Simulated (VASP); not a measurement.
Wanted: the native input for a VASP 6.6.1 run.

| Item | Value |
| --- | --- |
| Task | relaxation of cell and atoms |
| Functional | LDA |
| Potentials or basis | VASP PAW LDA potentials, release 64 (Ba_sv) |
| Cutoff | 600 eV |
| k mesh | 6 × 6 × 6 |
| Occupations | fermi-dirac, width 0.02 eV |
| Spin | no spin polarisation |
| Dipole correction | no |
| Further INCAR settings | ALGO = Normal; EDIFF = 1e-07; IBRION = 2; EDIFFG = -0.03; NSW = 80; ISIF = 3 |

The structure of Ba lies in POSCAR:

```
Ba
1.0
    4.3413850000      0.0000000000      0.0000000000
   -1.4471282880      4.0930970470      0.0000000000
   -1.4471282880     -2.0465484274      3.5447260784
Ba
1
Direct
    0.0000000000      0.0000000000      0.0000000000
```

The input as run:

INCAR

```
SYSTEM = Ba
PREC = Accurate
ENCUT = 600
EDIFF = 1E-7
ISMEAR = -1
SIGMA = 0.02
LREAL = .FALSE.
LASPH = .TRUE.
NELM = 100
ALGO = Normal
ISIF = 3
LWAVE = .FALSE.
LCHARG = .FALSE.
GGA = CA
IBRION = 2
NSW = 80
EDIFFG = -0.03
```

KPOINTS

```
Automatic mesh
0
G
  6 6 6
  0 0 0
```

Potentials or basis: VASP PAW LDA potentials, release 64 (Ba_sv).

Run with:

```sh
$ cat potpaw_LDA.64/Ba_sv/POTCAR > POTCAR
$ mpirun -np 1 vasp_std > vasp.out
```

It gave:

* Relaxed volume: 55.37 Å³/atom
* Relaxed cell: a = 4.159 Å, b = 4.159 Å, c = 4.159 Å, α = 109.47°, β = 109.47°, γ = 109.47°
* Space group after relaxing (to 0.05 Å): Im-3m (No. 229)
* Energy gained by relaxing: 30.7 meV/atom
* Ionic steps: 3
* Pressure after relaxing: 0.0 GPa
* Band gap on the k mesh: zero (band 5 reaches 1.98 eV, above the bottom of band 6 at 1.14 eV)

Caveat: spin-orbit coupling is left out, which moves the levels of the heavy elements; the volume moved by -12 % from the deposited cell, more than functionals usually miss.

Wall time 8.8 s on 1 thread of Intel(R) Xeon(R) 6975P-C (Granite Rapids), with other jobs on the host, peak memory 0.17 GiB.
